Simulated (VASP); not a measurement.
## W: single point with PBE

Crystal: W.

```
CELL_PARAMETERS angstrom
2.86477 0.00000 0.00000
0.00000 4.95926 0.00000
0.00000 0.00000 5.02026
ATOMIC_POSITIONS crystal
W 0.79317 0.93684 0.75000
W 0.20683 0.43684 0.75000
W 0.20683 0.06316 0.25000
W 0.79317 0.56316 0.25000
```

| Quantity | Value |
| --- | --- |
| Program | VASP 6.6.1 |
| Task | single point |
| Functional | PBE |
| Potentials or basis | VASP PAW PBE potentials, release 64 (W_sv) |
| Cutoff | 520 eV |
| k mesh | 9 × 6 × 6 |
| Occupations | fermi-dirac, width 0.05 eV |
| Spin | no spin polarisation |
| Dipole correction | no |
| Further INCAR settings | ALGO = Fast; EDIFF = 1e-07; NBANDS = 36 |

```
Pressure               : -16.2 GPa
Largest force          : 0.166 eV/Å
Band gap on the k mesh : zero (bands 28 and 29 overlap by 1.12 eV)
```

Forces in eV/Å, atoms in the order of the input:
```
W    0.151  0.069  0.000
W   -0.151  0.069  0.000
W   -0.151 -0.069  0.000
W    0.151 -0.069  0.000
```

Stress tensor (GPa, compression positive):
```
-16.36   0.00   0.00
  0.00 -16.83   0.00
  0.00   0.00 -15.37
```

Levels at points of the mesh, in eV from the Fermi level:
```
           k point  band 25  band 26  band 27  band 28  band 29  band 30  band 31  band 32
(0.00, 0.00, 0.00)    -0.44    -0.35    -0.34    -0.33    -0.28    -0.17     0.52     1.45
(0.00, 0.50, 0.00)    -1.36    -1.36     0.27     0.27     0.34     0.34     0.81     0.81
(0.00, 0.00, 0.50)    -0.73    -0.73    -0.11    -0.11     0.56     0.56     1.67     1.67
(0.00, 0.50, 0.50)    -1.13    -1.13    -1.13    -1.13     1.56     1.56     1.56     1.56
```

Run time: 5.7 min on 1 thread of Intel Xeon 8259CL, on a shared host, peak memory 0.29 GiB.

Caveat: the cell stands under tension; spin-orbit coupling is left out, which moves the levels of the heavy elements.
